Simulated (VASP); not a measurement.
## Cs2Pb2Br5 (a cell with a defect): single point with PBEsol

Cs2Pb2Br5 (a cell with a defect):

```
Pb Cs Br
1.0
     5.64936    0.00000    0.00000
     0.00000    5.64936    0.00000
     0.00000    0.00000   11.29871
Pb Cs Br
2 2 5
Direct
  0.50098 0.49835 0.26751
  0.50098 0.47238 0.71733
  0.00098 0.98595 0.99843
  0.00098 0.00530 0.48810
  0.00098 0.50415 0.27987
  0.50098 0.99866 0.25836
  0.50098 0.49154 0.99970
  0.00098 0.45984 0.74737
  0.50098 0.97157 0.67972
```

```
Program             : VASP 6.6.1
Task                : single point
Functional          : PBEsol
Potentials or basis : VASP PAW PBE potentials, release 64 (Pb_d, Cs_sv, Br)
Cutoff              : 520 eV
k mesh              : 3 × 3 × 2
Occupations         : fermi-dirac, width 0.05 eV
Spin                : no spin polarisation
```

| Item | Value |
| --- | --- |
| Pressure | 1.2 GPa |
| Largest force | 0.020 eV/Å |

Forces in eV/Å, atoms in the order of the input:
```
Pb   0.000 -0.005 -0.001
Pb   0.000  0.015  0.008
Cs   0.000 -0.005 -0.012
Cs   0.000 -0.003  0.003
Br   0.000 -0.005  0.007
Br   0.000 -0.007 -0.001
Br   0.000 -0.007 -0.019
Br   0.000  0.012  0.000
Br   0.000  0.006  0.015
```

Stress tensor (GPa, compression positive):
```
 2.72  0.00  0.00
 0.00  2.48 -0.01
 0.00 -0.01 -1.54
```

Levels at points of the mesh, in eV from the Fermi level:
```csv
k point,band 38,band 39,band 40,band 41,band 42,band 43
"(0.00, 0.00, 0.00)",-3.66,-3.63,-3.48,0.12,1.37,2.05
"(0.00, 0.00, 0.50)",-3.66,-3.63,-3.56,0.73,1.03,1.89
```

Wall time 2.2 min on 1 thread of Intel(R) Xeon(R) Platinum 8488C (Sapphire Rapids), with other jobs on the host, peak memory 0.46 GiB.

Caveat: the k points lie up to 0.37 Å⁻¹ apart; the PAW data sets were made with another functional, which shifts forces and pressure a little; spin-orbit coupling is left out, which moves the levels of the heavy elements; an odd number of electrons without spin polarisation forces a metal; a magnetic or distorted state may lie lower.
